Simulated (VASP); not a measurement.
A run of VASP 6.6.1:

File INCAR:

```
SYSTEM = Tl
PREC     = Accurate       ! precision mode
ENCUT    = 500            ! plane-wave cutoff, eV
EDIFF    = 1E-6           ! SCF threshold, eV
ISMEAR   = 0              ! smearing method
SIGMA    = 0.1            ! smearing width, eV
LREAL    = .FALSE.        ! projectors in reciprocal space
LASPH    = .TRUE.         ! aspherical terms in the spheres
NELM     = 120            ! most SCF steps
ALGO     = Normal         ! electronic algorithm
ISIF     = 2              ! what is computed and relaxed
LWAVE    = .FALSE.        ! write WAVECAR
LCHARG   = .TRUE.         ! write CHGCAR
GGA      = PS             ! functional
LELF     = .TRUE.         ! ELF
LVHAR    = .TRUE.       
NBANDS   = 20             ! bands
GGA_COMPAT= .FALSE.
```

The input KPOINTS:

```
Automatic mesh
0
G
  12 12 8
  0 0 0
```

The input POSCAR:

```
Tl
1.0
    3.5033109740      0.0725068455      0.0000000000
   -1.6888627169      3.0702228410      0.0000000000
    0.0000000000      0.0000000000      5.1703502500
Tl
2
Direct
    0.3433567802      0.6566432198      0.2500000000
    0.6566432198      0.3433567802      0.7500000000
```

Potentials or basis: VASP PAW PBE potentials, release 64 (Tl_d).

Run with:

```sh
$ cat potpaw_PBE.64/Tl_d/POTCAR > POTCAR
$ mpirun -np 1 vasp_std > vasp.out
```

Hardware: 1 thread of Intel(R) Xeon(R) 6975P-C (Granite Rapids), with other jobs on the host.

Task: Estimate the wall time of this run.

Result: Run time: 60 s on 1 thread of Intel(R) Xeon(R) 6975P-C (Granite Rapids), on a shared host, peak memory 0.31 GiB. Counts: scf iterations 11, k points 215.
